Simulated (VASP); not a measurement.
# TiN (rocksalt type) (Fm-3m) in VASP: further runs, part 2 of 2

VASP 6.6.1. Earlier steps stand in the parts before.

## Step 4: Single point, LDA

File INCAR:

```
PREC = Accurate
ENCUT = 520
EDIFF = 1E-6
ISMEAR = -1
SIGMA = 0.08
LREAL = False
LASPH = True
NELM = 60
ALGO = Normal
ISIF = 2
LWAVE = False
LCHARG = False
GGA = CA
NBANDS = 16
```

File KPOINTS:

```
Automatic mesh
0
Gamma
  17 17 17
```

File POSCAR:

```
TiN
1.0
    0.0000000000      2.0858714114      2.0858714114
    2.0858714114      0.0000000000      2.0858714114
    2.0858714114      2.0858714114      0.0000000000
Ti N
1 1
Direct
    0.0000000000      0.0000000000      0.0000000000
    0.5000000000      0.5000000000      0.5000000000
```

Potentials or basis: VASP PAW LDA potentials, release 64 (Ti_sv, N).

Command:

```
cat potpaw_LDA.64/Ti_sv/POTCAR potpaw_LDA.64/N/POTCAR > POTCAR
mpirun -np 1 vasp_std > vasp.out
```

OUTCAR:

```text
PREC = Accurate
   ENCUT = 520
   EDIFF = 1E-6
   ISMEAR = -1
   LREAL = False
   LASPH = True
   NELM = 60
   ISIF = 2
   GGA = CA

 ion  position               nearest neighbor table
   1  0.000  0.000  0.000-   2 2.09   2 2.09   2 2.09   2 2.09   2 2.09   2 2.09
   2  0.500  0.500  0.500-   1 2.09   1 2.09   1 2.09   1 2.09   1 2.09   1 2.09

  LATTYP: Found a face centered cubic cell.
 ALAT       =     4.1717428228

  Lattice vectors:

[... 642 lines left out ...]

------------------------ aborting loop because EDIFF is reached ----------------------------------------

  FORCE on cell =-STRESS in cart. coord.  units (eV):
  Direction    XX          YY          ZZ          XY          YZ          ZX
  --------------------------------------------------------------------------------------
  -------------------------------------------------------------------------------------
  Total        0.1204872      0.1204872      0.1204872      0.0000000      0.0000000      0.0000000
  in kB       10.6355214     10.6355214     10.6355214      0.0000000      0.0000000      0.0000000
  external PRESSURE =      10.6355214 kB  Pullay stress =       0.0000000 kB

 VOLUME and BASIS-vectors are now :
 -----------------------------------------------------------------------------
  energy-cutoff  :      520.00
  volume of cell :       18.15
      direct lattice vectors                 reciprocal lattice vectors
     0.000000000  2.085871411  2.085871411    -0.239707969  0.239707969  0.239707969
     2.085871411  0.000000000  2.085871411     0.239707969 -0.239707969  0.239707969
     2.085871411  2.085871411  0.000000000     0.239707969  0.239707969 -0.239707969

 POSITION                                       TOTAL-FORCE (eV/Angst)
 -----------------------------------------------------------------------------------
      0.00000      0.00000      0.00000         0.000000      0.000000      0.000000
      2.08587      2.08587      2.08587         0.000000      0.000000     -0.000000
 -----------------------------------------------------------------------------------
    total drift:                                0.000000     -0.000000     -0.000000

  FREE ENERGIE OF THE ION-ELECTRON SYSTEM (eV)
  ---------------------------------------------------
  free  energy   TOTEN  =       -21.6805853280 eV

  energy  without entropy=      -21.6643502275  energy(sigma->0) =      -21.67246778
```

Run time: 27 s. Hardware: 1 thread of Intel Xeon Platinum 8488C (Sapphire Rapids), shared host; peak memory 0.16 GiB.

What came out:

| Property | Result |
| --- | --- |
| Free energy | -21.6806 eV |
| Pressure | 1.1 GPa |

## Step 5: Relaxation of cell and atoms, LDA

This run uses another cell than the first one, of 10.00 Å³/atom, 1.102 times its volume.

File INCAR:

```
SYSTEM = TiN
PREC = Accurate
ENCUT = 600
EDIFF = 1E-6
ISMEAR = -1
SIGMA = 0.08
LREAL = .False.
LASPH = .True.
NELM = 80
ALGO = Normal
ISIF = 3
LWAVE = .False.
LCHARG = .False.
IBRION = 2
NSW = 60
EDIFFG = -0.005
```

File KPOINTS:

```
regular mesh
0
Gamma
  17 17 17
  0 0 0
```

File POSCAR:

```
TiN
1.0
    0.0000000000      2.1544346900      2.1544346900
    2.1544346900      0.0000000000      2.1544346900
    2.1544346900      2.1544346900      0.0000000000
Ti N
1 1
Direct
    0.0000000000      0.0000000000      0.0000000000
    0.5000000000      0.5000000000      0.5000000000
```

Potentials or basis: VASP PAW LDA potentials, release 64 (Ti_sv, N).

Command:

```
cat potpaw_LDA.64/Ti_sv/POTCAR potpaw_LDA.64/N/POTCAR > POTCAR
mpirun -np 1 vasp_std > vasp.out
```

OUTCAR:

```text
SYSTEM = TiN
   PREC = Accurate
   ENCUT = 600
   EDIFF = 1E-6
   ISMEAR = -1
   LREAL = .False.
   LASPH = .True.
   NELM = 80
   ISIF = 3
   IBRION = 2
   NSW = 60
   EDIFFG = -0.005

 ion  position               nearest neighbor table
   1  0.000  0.000  0.000-   2 2.15   2 2.15   2 2.15   2 2.15   2 2.15   2 2.15
   2  0.500  0.500  0.500-   1 2.15   1 2.15   1 2.15   1 2.15   1 2.15   1 2.15

  LATTYP: Found a face centered cubic cell.
 ALAT       =     4.3088693800

  Lattice vectors:

 A1 = (   0.0000000000,   2.1544346900,   2.1544346900)
 A2 = (   2.1544346900,   0.0000000000,   2.1544346900)
 A3 = (   2.1544346900,   2.1544346900,   0.0000000000)

Analysis of symmetry for initial positions (statically):
=====================================================================
 Subroutine PRICEL returns:
 Original cell was already a primitive cell.

 Routine SETGRP: Setting up the symmetry group for a
 face centered cubic supercell.

 Subroutine GETGRP returns: Found 48 space group operations
 (whereof 48 operations were pure point group operations)
 out of a pool of 48 trial point group operations.

The static configuration has the point symmetry O_h .

Analysis of symmetry for dynamics (positions and initial velocities):
=====================================================================
 Subroutine PRICEL returns:
 Original cell was already a primitive cell.

 Routine SETGRP: Setting up the symmetry group for a
 face centered cubic supercell.

 Subroutine GETGRP returns: Found 48 space group operations
 (whereof 48 operations were pure point group operations)
 out of a pool of 48 trial point group operations.

The dynamic configuration has the point symmetry O_h .

 Subroutine INISYM returns: Found 48 space group operations
 (whereof 48 operations are pure point group operations),
 and found     1 'primitive' translations

----------------------------------------------------------------------------------------
[... 134 lines left out ...]

 Free energy of the ion-electron system (eV)
  ---------------------------------------------------
  ext. energy  EPLUGINS =         0.00000000
  ---------------------------------------------------
  free energy    TOTEN  =       -21.53546562 eV

  energy without entropy =      -21.51664159  energy(sigma->0) =      -21.52605361

------------------------ aborting loop because EDIFF is reached ----------------------------------------

  FORCE on cell =-STRESS in cart. coord.  units (eV):
  Direction    XX          YY          ZZ          XY          YZ          ZX
  --------------------------------------------------------------------------------------
  -------------------------------------------------------------------------------------
  Total       -3.0493771     -3.0493771     -3.0493771      0.0000000      0.0000000      0.0000000
  in kB     -244.2821429   -244.2821429   -244.2821429      0.0000000      0.0000000      0.0000000
  external PRESSURE =    -244.2821429 kB  Pullay stress =       0.0000000 kB
[... 203 lines left out ...]
--------------------------------------- Ionic step        7  -------------------------------------------

 number of electron      16.9999996 magnetization

 Free energy of the ion-electron system (eV)
  ---------------------------------------------------
  ext. energy  EPLUGINS =         0.00000000
  ---------------------------------------------------
  free energy    TOTEN  =       -21.68381606 eV

  energy without entropy =      -21.66750586  energy(sigma->0) =      -21.67566096

 E-fermi :  11.8142     XC(G=0): -13.6300

 val. band max:       11.8133395333   @ k =  -0.1176   0.0588   0.0000
 cond. band min:      11.8385829788   @ k =  -0.1765   0.1176   0.0000
 fundamental gap:      0.0252434454
 Fermi energy:        11.8141878546

 k-point     1 :       0.0000    0.0000    0.0000
  band No.  band energies     occupation
      1     -45.2541      2.00000
      2     -21.5725      2.00000
      3     -21.5725      2.00000
      4     -21.5725      2.00000
      5      -5.2896      2.00000
      6       9.7681      2.00000
      7       9.7681      2.00000
      8       9.7681      2.00000
      9      11.1373      1.99958
     10      11.1373      1.99958
     11      11.1373      1.99958
     12      12.4228      0.00099
[... 331 lines left out ...]
 k-point    24 :      -0.1176    0.0588    0.0000
  band No.  band energies     occupation
      1     -45.2288      2.00000
      2     -21.7295      2.00000
      3     -21.6061      2.00000
      4     -21.5769      2.00000
      5      -4.8387      2.00000
      6       7.8851      2.00000
      7       8.2817      2.00000
      8       8.6922      2.00000
      9      11.4378      1.98207
     10      11.8133      1.00530
     11      12.0668      0.08160
     12      13.4341      0.00000

 [... further k-points ...]

------------------------ aborting loop because EDIFF is reached ----------------------------------------

  FORCE on cell =-STRESS in cart. coord.  units (eV):
  Direction    XX          YY          ZZ          XY          YZ          ZX
  --------------------------------------------------------------------------------------
  -------------------------------------------------------------------------------------
  Total       -0.0020840     -0.0020840     -0.0020840     -0.0000000      0.0000000     -0.0000000
  in kB       -0.1833956     -0.1833956     -0.1833956     -0.0000000      0.0000000     -0.0000000
  external PRESSURE =      -0.1833956 kB  Pullay stress =       0.0000000 kB
[... 17 lines left out ...]
  FREE ENERGIE OF THE ION-ELECTRON SYSTEM (eV)
  ---------------------------------------------------
  free  energy   TOTEN  =       -21.6838160596 eV

  energy  without entropy=      -21.6675058649  energy(sigma->0) =      -21.67566096

 reached required accuracy - stopping structural energy minimisation
```

Run time: 1.8 min. Hardware: 1 thread of Intel Xeon Platinum 8488C (Sapphire Rapids), shared host; peak memory 0.18 GiB.

What came out:

```yaml
Free_energy: -21.6838 eV
Relaxed_volume: 9.10 Å³/atom
Relaxed_cell: a = 2.953 Å, b = 2.953 Å, c = 2.953 Å, α = 60.00°, β = 60.00°, γ = 60.00°
Space_group_after_relaxing_to_0.05_Å: Fm-3m (No. 225)
Energy_gained_by_relaxing: 74.2 meV/atom
Ionic_steps: 7
Pressure_after_relaxing: 0.0 GPa
```

The path:
```
step  energy change (eV)  largest force (eV/Å)  pressure (GPa)  volume (Å³)
   1              0.0000                0.0000          -24.43        20.00
   2              0.2162                0.0000           57.07        15.90
   3             -0.1481                0.0000           -1.08        18.27
   4             -0.1483                0.0000           -0.19        18.22
   5             -0.1483                0.0000            0.42        18.18
   6             -0.1483                0.0000           -0.50        18.24
   7             -0.1484                0.0000           -0.02        18.21
```

Final structure:
```xyz
2
Lattice="0.0000 2.0880 2.0880 2.0880 0.0000 2.0880 2.0880 2.0880 0.0000" Properties=species:S:1:pos:R:3 pbc="T T T"
Ti    0.0000    0.0000    0.0000
N     2.0880    2.0880    2.0880
```

Levels at points of the mesh, in eV from the Fermi level:
```tsv
k point	band 7	band 8	band 9	band 10	band 11	band 12
(0.00, 0.00, 0.00)	-2.05	-2.05	-0.68	-0.68	-0.68	0.61
```
